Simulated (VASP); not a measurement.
TiI2:

```
CELL_PARAMETERS angstrom
4.14000 0.00000 0.00000
-2.07000 3.58535 0.00000
0.00000 0.00000 6.62400
ATOMIC_POSITIONS crystal
Ti 0.00000 0.00000 0.00000
I 0.33333 0.66667 0.25000
I 0.66667 0.33333 0.75000
```

* Program: VASP 6.6.1
* Task: relaxation of cell and atoms
* Functional: PBEsol
* Potentials or basis: VASP PAW PBE potentials, release 64 (Ti_sv, I)
* Cutoff: 600 eV
* k mesh: 6 × 6 × 3
* Occupations: fermi-dirac, width 0.1 eV
* Spin: no spin polarisation

At the start: pressure -4.4 GPa; volume 32.77 Å³/atom.

How do energy, volume and symmetry change on relaxing?

Over 16 steps the energy falls by 113.9 meV/atom and the volume is 29.07 Å³/atom (-11.3 %); space group P-3m1 (No. 164, to 0.1 Å) before and after.

The path:
| step | energy change (eV) | largest force (eV/Å) | pressure (GPa) | volume (Å³) |
| --- | --- | --- | --- | --- |
| 1 | 0.0000 | 0.3977 | -4.44 | 98.32 |
| 2 | -0.2258 | 0.5249 | 1.07 | 85.91 |
| 3 | -0.2267 | 0.4610 | 0.67 | 86.56 |
| 4 | -0.2979 | 0.2579 | 0.50 | 85.64 |
| 5 | -0.3348 | 0.0582 | 0.47 | 84.05 |
| 6 | -0.3354 | 0.0265 | 0.46 | 84.22 |
| 7 | -0.3353 | 0.0364 | 0.46 | 84.17 |
| 8 | -0.3365 | 0.1243 | -0.25 | 85.43 |
| 9 | -0.3367 | 0.1006 | -0.08 | 85.08 |
| 10 | -0.3379 | 0.0773 | -0.05 | 85.35 |
| 11 | -0.3398 | 0.0080 | 0.01 | 86.16 |
| 12 | -0.3400 | 0.0205 | 0.04 | 86.50 |
| 13 | -0.3411 | 0.0077 | -0.09 | 86.99 |
| 14 | -0.3413 | 0.0305 | -0.19 | 87.38 |
| 15 | -0.3411 | 0.0341 | 0.27 | 86.96 |
| 16 | -0.3416 | 0.0028 | 0.01 | 87.20 |

Final structure:
```xyz
3
Lattice="3.7508 0.0000 0.0000 -1.8754 3.2483 0.0000 0.0000 0.0000 7.1571" Properties=species:S:1:pos:R:3 pbc="T T T"
Ti    3.7508    0.0000    0.0000
I     0.0000    2.1655    1.7621
I     1.8754    1.0828    5.3951
```

Caveat: the PAW data sets were made with another functional, which shifts forces and pressure a little; this functional lacks dispersion, which binds the layers, so the pressure and a relaxed spacing across them are unreliable.
